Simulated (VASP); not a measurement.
Ru: single point with revPBE+D3(BJ)

Ru:

```
Ru
1.0
     2.75887    0.00000    0.00000
    -1.37943    2.38925    0.00000
     0.00000    0.00000    4.36588
Ru
2
Direct
  0.66667 0.33333 0.75000
  0.33333 0.66667 0.25000
```

```
Program             : VASP 6.6.1
Task                : single point
Functional          : revPBE
Dispersion          : D3(BJ)
Potentials or basis : VASP PAW PBE potentials, release 64 (Ru_pv)
Cutoff              : 520 eV
k mesh              : 11 × 11 × 6
Occupations         : fermi-dirac, width 0.05 eV
Spin                : no spin polarisation
```

```json
{
 "Pressure": "-22.4 GPa",
 "Band gap on the k mesh": "zero (band 14 reaches 13.21 eV, above the bottom of band 15 at 10.42 eV)",
 "Dispersion energy per atom": "-1.111 eV"
}
```

Stress tensor (GPa, compression positive):
```
-22.09   0.00   0.00
  0.00 -22.09   0.00
  0.00   0.00 -23.13
```

Levels at points of the mesh, in eV from the Fermi level:
| k point | band 11 | band 12 | band 13 | band 14 | band 15 | band 16 | band 17 | band 18 |
| --- | --- | --- | --- | --- | --- | --- | --- | --- |
| (0.00, 0.00, 0.00) | -2.15 | -1.69 | -1.69 | -1.21 | -1.21 | 1.14 | 1.14 | 1.31 |
| (0.00, 0.00, 0.50) | -2.46 | -2.46 | -2.46 | -2.46 | 0.55 | 0.55 | 0.55 | 0.55 |

Wall time 20 s on 1 thread of Intel Xeon 6975P-C (shared host), peak memory 0.18 GiB.

Caveat: the PAW data sets were made with another functional, which shifts forces and pressure a little; pairwise dispersion overbinds metals, which lowers pressure and volume.
